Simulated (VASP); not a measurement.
# TiN (dsol): single point with PBEsol

The system is TiN (dsol).

```
Ti N
1.0
     0.00000    2.10199    2.10199
     2.10199    0.00000    2.10199
     2.10199    2.10199    0.00000
Ti N
1 1
Direct
  0.00000 0.00000 0.00000
  0.50000 0.50000 0.50000
```

```json
{
 "Program": "VASP 6.6.1",
 "Task": "single point",
 "Functional": "PBEsol",
 "Potentials or basis": "VASP PAW PBE potentials, release 64 (Ti_sv, N)",
 "Cutoff": "520 eV",
 "k mesh": "14 × 14 × 14",
 "Occupations": "gaussian, width 0.1 eV",
 "Spin": "no spin polarisation"
}
```

| Property | Result |
| --- | --- |
| Pressure | 0.5 GPa |

Levels at points of the mesh, in eV from the Fermi level:
| k point | band 6 | band 7 | band 8 | band 9 | band 10 | band 11 | band 12 | band 13 |
| --- | --- | --- | --- | --- | --- | --- | --- | --- |
| (0.00, 0.00, 0.00) | -2.05 | -2.05 | -2.05 | -0.66 | -0.66 | -0.66 | 0.59 | 0.59 |
| (0.50, 0.00, 0.00) | -8.29 | -5.63 | -5.63 | 1.77 | 1.77 | 2.48 | 5.99 | 5.99 |
| (0.50, 0.50, 0.00) | -5.90 | -3.26 | -3.26 | -3.24 | 1.71 | 2.52 | 2.52 | 3.85 |

It took 22 s on 1 thread of Intel(R) Xeon(R) Platinum 8259CL CPU @ 2.50GHz (Skylake/Cascade Lake), on a shared host, peak memory 0.16 GiB.

Caveat: the PAW data sets were made with another functional, which shifts forces and pressure a little.
